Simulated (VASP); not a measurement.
# InGa2As3 (I-4m2) in VASP: notebook

The runs below take InGa2As3 through single point, with PBE.

Program: VASP 6.6.1. These are calculated values, not measurements. Logs are shortened: lines on timing, memory, paths and dates and some standing lists are left out, and cuts for length are marked.

## Step 1: The cell of the first run

It takes space group I-4m2 (No. 119, tetragonal). Conventional cell: a = 4.170 Å, b = 4.170 Å, c = 17.692 Å, α = 90.00°, β = 90.00°, γ = 90.00°. Within 3.5 Å of In (site symmetry -4m2) lie 4 As at 2.65 Å. Within 3.3 Å of Ga (site symmetry 2mm) lie 4 As at 2.50 to 2.51 Å. Within 3.3 Å of As (site symmetry -4m2) lie 4 Ga at 2.51 Å. Within 3.3 Å of As (site symmetry 2mm) lie 2 Ga at 2.50 Å and 2 In at 2.65 Å.

## Step 2: Single point, PBE

File INCAR:

```
  PREC = Accurate
  ENCUT = 520
  EDIFF = 1E-7
  ISMEAR = 0
  SIGMA = 0.2
  LREAL = False
  LASPH = True
  NELM = 80
  ALGO = Normal
  ISIF = 2
  LWAVE = False
  LCHARG = False
  GGA = PE
  NBANDS = 36
```

File KPOINTS:

```
regular mesh
0
Gamma
  6 6 6
```

File POSCAR:

```
InGa2As3
1.0
   -2.0849788916      2.0849788916      8.8461560691
    2.0849788916     -2.0849788916      8.8461560691
    2.0849788916      2.0849788916     -8.8461560691
In Ga As
1 2 3
Direct
    0.0000000000      0.0000000000      0.0000000000
    0.3292295881      0.3292295881      0.0000000000
    0.6707704119      0.6707704119      0.0000000000
    0.2500000000      0.7500000000      0.5000000000
    0.5923842796      0.0923842796      0.5000000000
    0.9076157204      0.4076157204      0.5000000000
```

Potentials or basis: VASP PAW PBE potentials, release 64 (In_d, Ga_d, As).

Command:

```bash
$ cat potpaw_PBE.64/In_d/POTCAR potpaw_PBE.64/Ga_d/POTCAR potpaw_PBE.64/As/POTCAR > POTCAR
$ mpirun -np 1 vasp_std > vasp.out
```

OUTCAR:

```text
PREC = Accurate
   ENCUT = 520
   EDIFF = 1E-7
   ISMEAR = 0
   LREAL = False
   LASPH = True
   NELM = 80
   ISIF = 2
   GGA = PE

 ion  position               nearest neighbor table
   1  0.000  0.000  0.000-   5 2.65   6 2.65   5 2.65   6 2.65
   2  0.329  0.329  0.000-   6 2.50   6 2.50   4 2.51   4 2.51
   3  0.671  0.671  0.000-   5 2.50   5 2.50   4 2.51   4 2.51
   4  0.250  0.750  0.500-   2 2.51   3 2.51   2 2.51   3 2.51
   5  0.592  0.092  0.500-   3 2.50   3 2.50   1 2.65   1 2.65
   6  0.908  0.408  0.500-   2 2.50   2 2.50   1 2.65   1 2.65

  LATTYP: Found a body centered tetragonal cell.
 ALAT       =     4.1699577832
 C/A-ratio  =     4.2428036585

  Lattice vectors:

 A1 = (  -2.0849788916,   2.0849788916,   8.8461560691)
 A2 = (   2.0849788916,  -2.0849788916,   8.8461560691)
 A3 = (   2.0849788916,   2.0849788916,  -8.8461560691)

Analysis of symmetry for initial positions (statically):
=====================================================================
 Subroutine PRICEL returns:
 Original cell was already a primitive cell.

 Routine SETGRP: Setting up the symmetry group for a
 body centered tetragonal supercell.

 Subroutine GETGRP returns: Found  8 space group operations
 (whereof  8 operations were pure point group operations)
 out of a pool of 16 trial point group operations.

The static configuration has the point symmetry D_2d.

Analysis of symmetry for dynamics (positions and initial velocities):
=====================================================================
 Subroutine PRICEL returns:
 Original cell was already a primitive cell.

 Routine SETGRP: Setting up the symmetry group for a
 body centered tetragonal supercell.

 Subroutine GETGRP returns: Found  8 space group operations
 (whereof  8 operations were pure point group operations)
 out of a pool of 16 trial point group operations.

The dynamic configuration has the point symmetry D_2d.

 Subroutine INISYM returns: Found  8 space group operations
 (whereof  8 operations are pure point group operations),
 and found     1 'primitive' translations

----------------------------------------------------------------------------------------

                                     Primitive cell

  volume of cell :     153.8218

  direct lattice vectors                    reciprocal lattice vectors
    -2.084978892  2.084978892  8.846156069     0.000000000  0.239810581  0.056521725
     2.084978892 -2.084978892  8.846156069     0.239810581  0.000000000  0.056521725
     2.084978892  2.084978892 -8.846156069     0.239810581  0.239810581  0.000000000

  length of vectors
     9.324631422  9.324631422  9.324631422     0.246381453  0.246381453  0.339143376

  position of ions in fractional coordinates (direct lattice)
     0.000000000  0.000000000  0.000000000
     0.329229588  0.329229588  0.000000000
     0.670770412  0.670770412  0.000000000
     0.250000000  0.750000000  0.500000000
     0.592384280  0.092384280  0.500000000
     0.907615720  0.407615720  0.500000000

  ion indices of the primitive-cell ions
   primitive index   ion index
                 1           1
                 2           2
                 3           3
                 4           4
                 5           5
                 6           6

----------------------------------------------------------------------------------------

 KPOINTS: regular mesh

Automatic generation of k-mesh.
 Grid dimensions read from file:
 generate k-points for:    6    6    6

 Generating k-lattice:

  Cartesian coordinates                     Fractional coordinates (reciprocal lattice)
     0.000000000  0.039968430  0.009420287     0.166666667  0.000000000  0.000000000
     0.039968430  0.000000000  0.009420287     0.000000000  0.166666667  0.000000000
     0.039968430  0.039968430  0.000000000     0.000000000  0.000000000  0.166666667

  Length of vectors
     0.041063575  0.041063575  0.056523896

  Shift w.r.t. Gamma in fractional coordinates (k-lattice)
     0.000000000  0.000000000  0.000000000

 Subroutine IBZKPT returns following result:
 ===========================================

 Found     30 irreducible k-points:

 Following reciprocal coordinates:
            Coordinates               Weight
  0.000000  0.000000  0.000000      1.000000
  0.166667 -0.000000  0.000000      8.000000
  0.333333  0.000000 -0.000000      8.000000
  0.500000  0.000000 -0.000000      4.000000
  0.166667  0.166667  0.000000      8.000000
  0.333333  0.166667  0.000000     16.000000
[... 16 lines left out ...]
 -0.333333 -0.333333  0.166667      8.000000
 -0.166667 -0.333333  0.166667      8.000000
 [... further k-points ...]
   k-points           NKPTS =     30   k-points in BZ     NKDIM =     30   number of bands    NBANDS=     36
   number of dos      NEDOS =    301   number of ions     NIONS =      6
   total plane-waves  NPLWV = 343000
   dimension x,y,z NGX =    70 NGY =   70 NGZ =   70
   dimension x,y,z NGXF=   140 NGYF=  140 NGZF=  140
   ions per type =               1   2   3
   NGX,Y,Z   is equivalent  to a cutoff of  12.48, 12.48, 12.48 a.u.
   NGXF,Y,Z  is equivalent  to a cutoff of  24.96, 24.96, 24.96 a.u.
 SYSTEM =  unknown system
   PREC   = accura    normal or accurate (medium, high low for compatibility)
   ISTART =      0    job   : 0-new  1-cont  2-samecut
   ICHARG =      2    charge: 1-file 2-atom 10-const
   ISPIN  =      1    spin polarized calculation?
   LNONCOLLINEAR =      F non collinear calculations
   LSORBIT =      F    spin-orbit coupling
   LASPH  =      T    aspherical Exc in radial PAW
   ENCUT  =  520.0 eV  38.22 Ry    6.18 a.u.  17.34 17.34 17.34*2*pi/ulx,y,z
   NELM   =     80;   NELMIN=  2; NELMDL= -5     # of ELM steps
   EDIFF  = 0.1E-06   stopping-criterion for ELM
   LREAL  =      F    real-space projection
   EDIFFG = 0.1E-05   stopping-criterion for IOM
   NSW    =      0    number of steps for IOM
   IBRION =     -1    ionic relax: 0-MD 1-quasi-New 2-CG
   NFREE  =      0    steps in history (QN), initial steepest desc. (CG)
   ISIF   =      2    stress and relaxation
   ISYM   =      2    0-nonsym 1-usesym 2-fastsym
   POTIM  = 0.5000    time-step for ionic-motion
   TEBEG  =    0.0;   TEEND  =   0.0 temperature during run
   PSTRESS=    0.0 pullay stress
   NELECT =      54.0000    total number of electrons
   NUPDOWN=      -1.0000    fix difference up-down
   EMIN   =  10.00;   EMAX   =-10.00  energy-range for DOS
   EFERMI =   0.00;   METHOD = LEGACY
   ISMEAR =     0;   SIGMA  =   0.20  broadening in eV -4-tet -1-fermi 0-gaus
   EFERMI_NEDOS =   21; number of points for ismear=-14 and -15
   IALGO  =     38    algorithm
   IMIX   =      4    mixing-type and parameters
     AMIX     =   0.40;   BMIX     =  1.00
     AMIX_MAG =   1.60;   BMIX_MAG =  1.00
  volume/ion in A,a.u.               =      25.64       173.01
  Fermi-wavevector in a.u.,A,eV,Ry     =   1.154871  2.182390 18.146455  1.333727
  Thomas-Fermi vector in A             =   2.291504
   LORBIT       =      0    0 simple, 1 ext, 2 COOP (PROOUT), +10 PAW based schemes
   GGA     = PE    functional components
   LHFCALC =     F    Hartree Fock is set to
   AEXX    =    0.0000 exact exchange contribution
   IVDW    =     0    specifies the selected vdW correction
   LEPSILON=     F    determine dielectric tensor
   LRPA    =     F    only Hartree local field effects (RPA)
 non-spin polarized calculation
 Gauss-broadening in eV      SIGMA  =   0.20
  energy-cutoff  :      520.00
  volume of cell :      153.82
 maximum number of plane-waves:      4169
 NGX is ok and might be reduce to    70
   NGX = 35   NGY = 35   NGZ = 35

 number of electron      54.0000008 magnetization

 Free energy of the ion-electron system (eV)
  ---------------------------------------------------
  ext. energy  EPLUGINS =         0.00000000
  ---------------------------------------------------
  free energy    TOTEN  =       -24.14658538 eV

  energy without entropy =      -24.14416169  energy(sigma->0) =      -24.14537354

 E-fermi :   3.8012     XC(G=0):  -9.1667

 val. band max:        3.6825686527   @ k =   0.0000   0.0000   0.0000
 cond. band min:       4.3713890799   @ k =  -0.1667  -0.1667   0.1667
 fundamental gap:      0.6888204272
 Fermi energy:         3.8012456948

 k-point     1 :       0.0000    0.0000    0.0000
  band No.  band energies     occupation
      1     -11.1526      2.00000
      2     -11.1108      2.00000
      3     -11.0848      2.00000
      4     -11.0848      2.00000
      5     -11.0642      2.00000
      6     -11.0642      2.00000
[... 28 lines left out ...]
     35       7.4665      0.00000
     36      10.7565      0.00000

 k-point     2 :       0.1667   -0.0000    0.0000
  band No.  band energies     occupation
      1     -11.1497      2.00000
      2     -11.1108      2.00000
      3     -11.0915      2.00000
      4     -11.0834      2.00000
      5     -11.0669      2.00000
      6     -11.0656      2.00000
[... 28 lines left out ...]
     35       8.1659      0.00000
     36       9.4231      0.00000

 k-point     3 :       0.3333    0.0000   -0.0000
  band No.  band energies     occupation
      1     -11.1451      2.00000
      2     -11.1183      2.00000
      3     -11.1003      2.00000
      4     -11.0797      2.00000
      5     -11.0693      2.00000
      6     -11.0684      2.00000
[... 28 lines left out ...]
     35       8.8385      0.00000
     36       9.1564      0.00000
[... 742 lines left out ...]
 k-point    23 :      -0.3333   -0.3333    0.1667
  band No.  band energies     occupation
      1     -11.1488      2.00000
      2     -11.1097      2.00000
      3     -11.1009      2.00000
      4     -11.0783      2.00000
      5     -11.0691      2.00000
      6     -11.0650      2.00000
[... 28 lines left out ...]
     35       8.7075      0.00000
     36       8.9752      0.00000

 k-point    24 :      -0.1667   -0.3333    0.1667
  band No.  band energies     occupation
      1     -11.1503      2.00000
      2     -11.1100      2.00000
      3     -11.0914      2.00000
      4     -11.0832      2.00000
      5     -11.0671      2.00000
      6     -11.0658      2.00000
[... 28 lines left out ...]
     35       8.0003      0.00000
     36       9.2465      0.00000

 [... further k-points ...]
[... 5 lines left out ...]
  --------------------------------------------------------------------------------------
  -------------------------------------------------------------------------------------
  Total        0.0125847      0.0125847      0.1496295      0.0000000      0.0000000      0.0000000
  in kB        0.1310794      0.1310794      1.5585113      0.0000000      0.0000000      0.0000000
  external PRESSURE =       0.6068900 kB  Pullay stress =       0.0000000 kB

 VOLUME and BASIS-vectors are now :
 -----------------------------------------------------------------------------
  energy-cutoff  :      520.00
  volume of cell :      153.82
      direct lattice vectors                 reciprocal lattice vectors
    -2.084978892  2.084978892  8.846156069     0.000000000  0.239810581  0.056521725
     2.084978892 -2.084978892  8.846156069     0.239810581  0.000000000  0.056521725
     2.084978892  2.084978892 -8.846156069     0.239810581  0.239810581  0.000000000

 POSITION                                       TOTAL-FORCE (eV/Angst)
 -----------------------------------------------------------------------------------
      0.00000      0.00000      0.00000        -0.000000     -0.000000      0.000000
      0.00000      0.00000      5.82483        -0.000000     -0.000000     -0.003073
      0.00000      0.00000     11.86748        -0.000000     -0.000000      0.003073
      2.08498      0.00000      4.42308        -0.000000     -0.000000      0.000000
      0.00000      2.08498      1.63449         0.000000      0.000000     -0.067110
      0.00000      2.08498      7.21166        -0.000000     -0.000000      0.067110
 -----------------------------------------------------------------------------------
    total drift:                                0.000002     -0.000002      0.000000

  FREE ENERGIE OF THE ION-ELECTRON SYSTEM (eV)
  ---------------------------------------------------
  free  energy   TOTEN  =       -24.1465853797 eV

  energy  without entropy=      -24.1441616929  energy(sigma->0) =      -24.14537354
```

Run time: 9.4 min. Hardware: 1 thread of AMD EPYC 9R45 (Zen 5), shared host; peak memory 0.69 GiB.

Results:

- Free energy: -24.1466 eV
- Pressure: 0.1 GPa
- Largest force: 0.067 eV/Å
- Band gap on the k mesh: zero (filled and empty bands touch)

Forces on the atoms (eV/Å):
```
In   0.000  0.000  0.000
Ga   0.000  0.000 -0.003
Ga   0.000  0.000  0.003
As   0.000  0.000  0.000
As   0.000  0.000 -0.067
As   0.000  0.000  0.067
```

Levels at points of the mesh, in eV from the Fermi level:
```csv
k point,band 23,band 24,band 25,band 26,band 27,band 28,band 29,band 30,band 31,band 32
"(0.00, 0.00, 0.00)",-1.92,-1.92,-0.35,-0.21,-0.12,-0.12,1.42,1.51,2.33,2.68
"(0.50, 0.00, 0.00)",-2.54,-1.44,-1.42,-1.14,-0.79,0.61,1.78,2.32,4.09,4.47
"(0.50, 0.50, 0.00)",-3.04,-2.96,-2.96,-2.50,-2.48,1.43,1.64,2.98,3.14,3.20
"(0.50, 0.50, 0.50)",-2.60,-1.22,-1.22,-0.79,-0.79,1.27,1.43,2.06,2.46,2.59
```

Caveat: spin-orbit coupling is left out, which moves the levels of the heavy elements.

## Step 3: Single point, PBE

File INCAR:

```
ALGO = Normal
EDIFF = 1E-7
ENCUT = 520
GGA = PE
ISIF = 2
ISMEAR = 0
LASPH = T
LCHARG = T
LELF = T
LREAL = F
LVHAR = T
LWAVE = F
NBANDS = 36
NELM = 100
PREC = Accurate
SIGMA = 0.1
```

File KPOINTS:

```
k-points
0
Gamma
  10 10 10
```

File POSCAR:

```
InGa2As3
1.0
   -2.0793765840      2.0793765840      8.8804198637
    2.0793765840     -2.0793765840      8.8804198637
    2.0793765840      2.0793765840     -8.8804198637
In Ga As
1 2 3
Direct
    0.0000000000      0.0000000000      0.0000000000
    0.3293845204      0.3293845204      0.0000000000
    0.6706154796      0.6706154796      0.0000000000
    0.2500000000      0.7500000000      0.5000000000
    0.5919752290      0.0919752290      0.5000000000
    0.9080247710      0.4080247710      0.5000000000
```

Potentials or basis: VASP PAW PBE potentials, release 64 (In_d, Ga_d, As).

Command:

```bash
$ cat potpaw_PBE.64/In_d/POTCAR potpaw_PBE.64/Ga_d/POTCAR potpaw_PBE.64/As/POTCAR > POTCAR
$ mpirun -np 1 vasp_std > vasp.out
```

It took 51 min on 1 thread of Oxide Virtual Turin-like, shared host; peak memory 0.98 GiB.

It converged, with:

- Free energy: -24.1667 eV
- Pressure: 0.1 GPa
- Largest force: 0.007 eV/Å
- Band gap on the k mesh: zero (filled and empty bands touch)

Forces on the atoms (eV/Å):
```
In   0.000  0.000  0.000
Ga   0.000  0.000  0.000
Ga   0.000  0.000  0.000
As   0.000  0.000  0.000
As   0.000  0.000 -0.007
As   0.000  0.000  0.007
```

Levels at points of the mesh, in eV from the Fermi level:
```tsv
k point	band 23	band 24	band 25	band 26	band 27	band 28	band 29	band 30	band 31	band 32
(0.00, 0.00, 0.00)	-1.87	-1.87	-0.30	-0.19	-0.07	-0.07	1.51	1.58	2.37	2.73
(0.50, 0.00, 0.00)	-2.53	-1.37	-1.35	-1.13	-0.74	0.66	1.85	2.38	4.13	4.53
(0.50, 0.50, 0.00)	-3.02	-2.93	-2.92	-2.48	-2.46	1.46	1.67	3.00	3.15	3.20
(0.50, 0.50, 0.50)	-2.53	-1.15	-1.15	-0.74	-0.74	1.35	1.52	2.11	2.51	2.64
```

Caveat: spin-orbit coupling is left out, which moves the levels of the heavy elements.
